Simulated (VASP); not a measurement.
Write the native input for VASP 6.6.1 that does the following.

| Property | Result |
| --- | --- |
| Task | single point |
| Functional | PBE-based screened hybrid with 50 % exact exchange |
| Potentials or basis | VASP PAW PBE potentials, release 64 (Pt, Se) |
| Cutoff | 400 eV |
| k mesh | 4 × 4 × 4 |
| Occupations | fermi-dirac, width 0.05 eV |
| Spin | no spin polarisation |
| Dipole correction | no |
| Grid for exact exchange (PRECFOCK) | Normal |
| Share of exact exchange | 0.5 |
| Further INCAR settings | ALGO = Normal; EDIFF = 1e-06; NBANDS = 15 |
| Screening parameter | 0.2 1/Å |

Crystal: PtSe.

```
CELL_PARAMETERS angstrom
3.70187 0.00000 0.00000
-1.85094 3.20591 0.00000
0.00000 0.00000 3.61284
ATOMIC_POSITIONS crystal
Pt 0.00000 0.00000 0.00000
Se 0.66667 0.33333 0.50000
```

One way to write it, as run:

POSCAR

```
PtSe
1.0
    3.7018703300      0.0000000000      0.0000000000
   -1.8509351600      3.2059137500      0.0000000000
    0.0000000000      0.0000000000      3.6128420300
Pt Se
1 1
Direct
    0.0000000000      0.0000000000      0.0000000000
    0.6666666667      0.3333333333      0.5000000000
```

INCAR.step1

```
ALGO     = Normal         # electronic algorithm
EDIFF    = 1E-5           # SCF threshold, eV
ENCUT    = 400            # plane-wave cutoff, eV
GGA      = PE             # functional
GGA_COMPAT= False        
ISIF     = 2              # what is computed and relaxed
ISMEAR   = -1             # smearing method
LASPH    = True           # aspherical terms in the spheres
LREAL    = False          # projectors in reciprocal space
LWAVE    = True           # write WAVECAR
NBANDS   = 15             # bands
NELM     = 120            # most SCF steps
PREC     = Accurate       # precision mode
SIGMA    = 0.05           # smearing width, eV
```

INCAR.step2

```
AEXX     = 0.5            # exact-exchange fraction
ALGO     = Normal         # electronic algorithm
EDIFF    = 1E-6           # SCF threshold, eV
ENCUT    = 400            # plane-wave cutoff, eV
GGA      = PE             # functional
GGA_COMPAT= False        
HFSCREEN = 0.2            # screening, 1/A
ISIF     = 2              # what is computed and relaxed
ISMEAR   = -1             # smearing method
ISTART   = 1            
LASPH    = True           # aspherical terms in the spheres
LCHARG   = True           # write CHGCAR
LELF     = True           # ELF
LHFCALC  = True           # exact exchange
LREAL    = False          # projectors in reciprocal space
LVHAR    = True         
LWAVE    = False          # write WAVECAR
NBANDS   = 15             # bands
NELM     = 120            # most SCF steps
PREC     = Accurate       # precision mode
PRECFOCK = Normal       
SIGMA    = 0.05           # smearing width, eV
```

KPOINTS

```
k-points
0
Gamma
  4 4 4
```

Potentials or basis: VASP PAW PBE potentials, release 64 (Pt, Se).

Launch:

```console
$ cat potpaw_PBE.64/Pt/POTCAR potpaw_PBE.64/Se/POTCAR > POTCAR
$ cp INCAR.step1 INCAR
$ mpirun -np 1 vasp_std > vasp.out
$ cp INCAR.step2 INCAR
$ mpirun -np 1 vasp_std > vasp.out
```

Results of the run:

```
Pressure               : -19.0 GPa
Band gap on the k mesh : zero (bands 8 and 9 overlap by 0.96 eV)
```

Caveat: the k points lie up to 0.49 Å⁻¹ apart, too coarse for converged energies and pressures of a metal; the PAW data sets were made with another functional, which shifts forces and pressure a little; spin-orbit coupling is left out, which moves the levels of the heavy elements.

It took 5.7 min on 1 thread of Intel(R) Xeon(R) Platinum 8488C (Sapphire Rapids) (shared host), peak memory 0.25 GiB.
